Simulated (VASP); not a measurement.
Here is a VASP 6.6.1 calculation.

Contents of INCAR:

```
PREC = Accurate
ENCUT = 600
EDIFF = 1E-6
ISMEAR = 0
SIGMA = 0.01
LREAL = F
LASPH = T
NELM = 100
ALGO = Normal
ISIF = 3
LWAVE = F
LCHARG = F
GGA = PS
IBRION = 2
NSW = 100
EDIFFG = -0.002
PSTRESS = 100.0
```

KPOINTS

```
Automatic mesh
0
Gamma
  8 8 8
```

POSCAR

```
BeTe
1.0
    2.8027758361      2.8027758361      0.0000000000
   -2.8027758361      2.8027758361      0.0000000000
    0.0000000000      2.8027758361      2.8027758361
Be Te
1 1
Direct
    0.0000000000      0.0000000000      0.0000000000
    0.7500000000      0.2500000000      0.5000000000
```

Potentials or basis: VASP PAW PBE potentials, release 64 (Be, Te).

Launch:

```console
$ cat potpaw_PBE.64/Be/POTCAR potpaw_PBE.64/Te/POTCAR > POTCAR
$ mpirun -np 1 vasp_std > vasp.out
```

Question: What does it give for the band gap on the k mesh?

Answer: 1.48 eV, indirect (least direct gap 3.45 eV).

Question: Estimate the relaxed volume.

Answer: 19.43 Å³/atom.

Question: Estimate the space group after relaxing (to 0.05 Å).

Answer: F-43m (No. 216).

Question: Predict the relaxed cell.

Answer: a = 3.802 Å, b = 3.802 Å, c = 3.802 Å, α = 60.00°, β = 60.00°, γ = 90.00°.

Final structure:
```
Be Te
1.0
     2.68849    2.68849    0.00000
    -2.68849    2.68849    0.00000
     0.00000    2.68849    2.68849
Be Te
1 1
Direct
  0.00000 0.00000 0.00000
  0.75000 0.25000 0.50000
```

Caveat: the cell is relaxed towards a set pressure, so the enthalpy falls and the energy may rise; the PAW data sets were made with another functional, which shifts forces and pressure a little; spin-orbit coupling is left out, which moves the levels of the heavy elements. PBEsol gaps usually lie below the measured ones, often by a third to a half.
